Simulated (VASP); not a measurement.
# Br (I4/mmm) in VASP: notebook, part 2 of 2

VASP 6.6.1.

## (3) Single point, PBE+D3(BJ)

This run uses another cell than the first one, of 25.55 Å³/atom.

Contents of INCAR:

```
SYSTEM = Br
PREC = Accurate
ENCUT = 520
EDIFF = 1E-6
ISMEAR = 0
SIGMA = 0.15
LREAL = .False.
LASPH = .True.
NELM = 80
ALGO = Normal
ISIF = 2
LWAVE = .False.
LCHARG = .False.
GGA = PE
IVDW = 12
NBANDS = 10
```

Contents of KPOINTS:

```
Automatic mesh
0
Gamma
  22 22 22
  0 0 0
```

Contents of POSCAR:

```
Br
1.0
   -1.3742500000      1.3742500000      3.3826500000
    1.3742500000     -1.3742500000      3.3826500000
    1.3742500000      1.3742500000     -3.3826500000
Br
1
Direct
    0.0000000000      0.0000000000      0.0000000000
```

Potentials or basis: VASP PAW PBE potentials, release 64 (Br).

Launch:

```
cat potpaw_PBE.64/Br/POTCAR > POTCAR
mpirun -np 1 vasp_std > vasp.out
```

OUTCAR:

```text
SYSTEM = Br
   PREC = Accurate
   ENCUT = 520
   EDIFF = 1E-6
   ISMEAR = 0
   LREAL = .False.
   LASPH = .True.
   NELM = 80
   ISIF = 2
   GGA = PE
   IVDW = 12
 IVDW          = 12

 ion  position               nearest neighbor table
   1  0.000  0.000  0.000-

  LATTYP: Found a body centered tetragonal cell.
 ALAT       =     2.7485000000
 C/A-ratio  =     2.4614517009

  Lattice vectors:

 A1 = (  -1.3742500000,   1.3742500000,   3.3826500000)
 A2 = (   1.3742500000,  -1.3742500000,   3.3826500000)
 A3 = (   1.3742500000,   1.3742500000,  -3.3826500000)

Analysis of symmetry for initial positions (statically):
=====================================================================
 Subroutine PRICEL returns:
 Original cell was already a primitive cell.

 Routine SETGRP: Setting up the symmetry group for a
 body centered tetragonal supercell.

 Subroutine GETGRP returns: Found 16 space group operations
 (whereof 16 operations were pure point group operations)
 out of a pool of 16 trial point group operations.

The static configuration has the point symmetry D_4h.

Analysis of symmetry for dynamics (positions and initial velocities):
=====================================================================
 Subroutine PRICEL returns:
 Original cell was already a primitive cell.

 Routine SETGRP: Setting up the symmetry group for a
 body centered tetragonal supercell.

 Subroutine GETGRP returns: Found 16 space group operations
 (whereof 16 operations were pure point group operations)
 out of a pool of 16 trial point group operations.

The dynamic configuration has the point symmetry D_4h.

 Subroutine INISYM returns: Found 16 space group operations
 (whereof 16 operations are pure point group operations),
 and found     1 'primitive' translations

----------------------------------------------------------------------------------------

                                     Primitive cell
[... 113 lines left out ...]
   LORBIT       =      0    0 simple, 1 ext, 2 COOP (PROOUT), +10 PAW based schemes
   GGA     = PE    functional components
   LHFCALC =     F    Hartree Fock is set to
   AEXX    =    0.0000 exact exchange contribution
   IVDW    =    12    specifies the selected vdW correction
   LEPSILON=     F    determine dielectric tensor
   LRPA    =     F    only Hartree local field effects (RPA)
 non-spin polarized calculation
 Gauss-broadening in eV      SIGMA  =   0.15
  energy-cutoff  :      520.00
  volume of cell :       25.55
 maximum number of plane-waves:       702
 NGX is ok and might be reduce to    30
   NGX = 15   NGY = 15   NGZ = 15

 number of electron       7.0000000 magnetization

 Free energy of the ion-electron system (eV)
  ---------------------------------------------------
  ext. energy  EPLUGINS =         0.00000000
  ---------------------------------------------------
  free energy    TOTEN  =        -1.37018820 eV

  energy without entropy =       -1.36546962  energy(sigma->0) =       -1.36782891

 E-fermi :   2.8698     XC(G=0):  -9.2399

 val. band max:        2.8683726719   @ k =  -0.4091  -0.4091   0.3182
 cond. band min:       2.8820648496   @ k =  -0.1818  -0.2727   0.1818
 fundamental gap:      0.0136921778
 Fermi energy:         2.8697942334

 k-point     1 :       0.0000    0.0000    0.0000
  band No.  band energies     occupation
      1     -14.3136      2.00000
      2       0.2401      2.00000
      3       3.9744      0.00000
      4       3.9744      0.00000
      5       8.1465      0.00000
      6      12.4687      0.00000
      7      13.4948      0.00000
      8      18.8560      0.00000
      9      18.8560      0.00000
     10      19.6612      0.00000
[... 287 lines left out ...]
 k-point    24 :      -0.4545    0.0455    0.0000
  band No.  band energies     occupation
      1     -12.2643      2.00000
      2      -3.7741      2.00000
      3       0.5950      2.00000
      4       4.7911      0.00000
      5       8.7796      0.00000
      6      15.2062      0.00000
      7      15.3403      0.00000
      8      17.4055      0.00000
      9      19.5651      0.00000
     10      21.1315      0.00000

 [... further k-points ...]

------------------------ aborting loop because EDIFF is reached ----------------------------------------

 Edisp (eV)   -0.28645

 E8    (eV) :    -0.1137

  FORCE on cell =-STRESS in cart. coord.  units (eV):
  Direction    XX          YY          ZZ          XY          YZ          ZX
  --------------------------------------------------------------------------------------
  -------------------------------------------------------------------------------------
  Total       1.10941     1.10941     0.19161     0.00000     0.00000     0.00000
  in kB      69.55926    69.55926    12.01358     0.00000     0.00000     0.00000
  external pressure =       50.38 kB  Pullay stress =        0.00 kB

 VOLUME and BASIS-vectors are now :
 -----------------------------------------------------------------------------
  energy-cutoff  :      520.00
  volume of cell :       25.55
      direct lattice vectors                 reciprocal lattice vectors
    -1.374250000  1.374250000  3.382650000     0.000000000  0.363834819  0.147813105
     1.374250000 -1.374250000  3.382650000     0.363834819  0.000000000  0.147813105
     1.374250000  1.374250000 -3.382650000     0.363834819  0.363834819  0.000000000

 POSITION                                       TOTAL-FORCE (eV/Angst)
 -----------------------------------------------------------------------------------
      0.00000      0.00000      0.00000         0.000000     -0.000000     -0.000000
 -----------------------------------------------------------------------------------
    total drift:                               -0.000000      0.000000     -0.000000

  FREE ENERGIE OF THE ION-ELECTRON SYSTEM (eV)
  ---------------------------------------------------
  free  energy   TOTEN  =        -1.6566344996 eV

  energy  without entropy=       -1.6519159183  energy(sigma->0) =       -1.65427521
```

stdout:

```text
POSCAR found type information on POSCAR Br
 POSCAR found :  1 types and       1 ions
 scaLAPACK will be used
 LDA part: xc-table for (Slater+PW92), standard interpolation
 POSCAR, INCAR and KPOINTS ok, starting setup
 FFT: planning ... GRIDC
 FFT: planning ... GRID_SOFT
 FFT: planning ... GRID
 WAVECAR not read
 entering main loop
```

Wall time 3.3 min (1 thread of Intel Xeon Platinum 8259CL at 2.50GHz (Skylake/Cascade Lake), shared host); peak memory 0.34 GiB.

Results:

* Free energy: -1.6566 eV
* Pressure: 5.0 GPa
* Band gap on the k mesh: zero (an odd number of electrons rules out a gap without spin polarisation)
* Dispersion energy per atom: -0.286 eV

Stress tensor (GPa, compression positive):
```
6.96 0.00 0.00
0.00 6.96 0.00
0.00 0.00 1.20
```

Levels at points of the mesh, in eV from the Fermi level:
```
           k point  band 1  band 2  band 3  band 4  band 5  band 6  band 7  band 8  band 9
(0.00, 0.00, 0.00)  -17.18   -2.63    1.10    1.10    5.28    9.60   10.63   15.99   15.99
(0.50, 0.00, 0.00)  -15.09   -6.81   -2.32    2.18    5.77   12.23   13.43   15.23   15.57
(0.50, 0.50, 0.00)  -13.20   -5.26   -4.86   -0.84    4.75    7.75   12.71   14.02   14.95
(0.50, 0.50, 0.50)  -16.80   -5.50    0.85    0.85    8.93    9.43   12.83   18.62   19.72
```

Caveat: the cell stands under pressure; an odd number of electrons without spin polarisation forces a metal; a magnetic or distorted state may lie lower.
